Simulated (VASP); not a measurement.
Set up this calculation in VASP 6.6.1, as the native input.

- Task: single point
- Functional: PBE
- Potentials or basis: VASP PAW PBE potentials, release 64 (Tl_d, Cl)
- Cutoff: 500 eV
- k mesh: 6 × 6 × 6
- Occupations: gaussian, width 0.01 eV
- Spin: no spin polarisation
- Dipole correction: no
- Further INCAR settings: ALGO = Normal; EDIFF = 1e-06; NBANDS = 17

The structure of TlCl lies in POSCAR:

```
TlCl
1.0
    3.7936346894      0.0000000000      0.0000000000
    0.0000000000      3.7936346894      0.0000000000
    0.0000000000      0.0000000000      3.7936346894
Tl Cl
1 1
Direct
    0.0000000000      0.0000000000      0.0000000000
    0.5000000000      0.5000000000      0.5000000000
```

The input as run:

INCAR

```
SYSTEM = TlCl
PREC = Accurate ; ENCUT = 500
EDIFF = 1E-6 ; ISMEAR = 0
SIGMA = 0.01 ; LREAL = .False.
LASPH = .True. ; NELM = 120
ALGO = Normal ; ISIF = 2
LWAVE = .False. ; LCHARG = .False.
GGA = PE ; NBANDS = 17
GGA_COMPAT = .False.
```

KPOINTS

```
Automatic mesh
0
Gamma
  6 6 6
  0 0 0
```

Potentials or basis: VASP PAW PBE potentials, release 64 (Tl_d, Cl).

Run with:

```sh
$ cat potpaw_PBE.64/Tl_d/POTCAR potpaw_PBE.64/Cl/POTCAR > POTCAR
$ mpirun -np 1 vasp_std > vasp.out
```

Results of the run:

```
Pressure               : 2.2 GPa
Band gap on the k mesh : 2.00 eV, direct
```

Caveat: spin-orbit coupling is left out, which moves the levels of the heavy elements.

It took 6.7 s on 1 thread of Intel(R) Xeon(R) 6975P-C (Granite Rapids), on a shared host, peak memory 0.15 GiB.
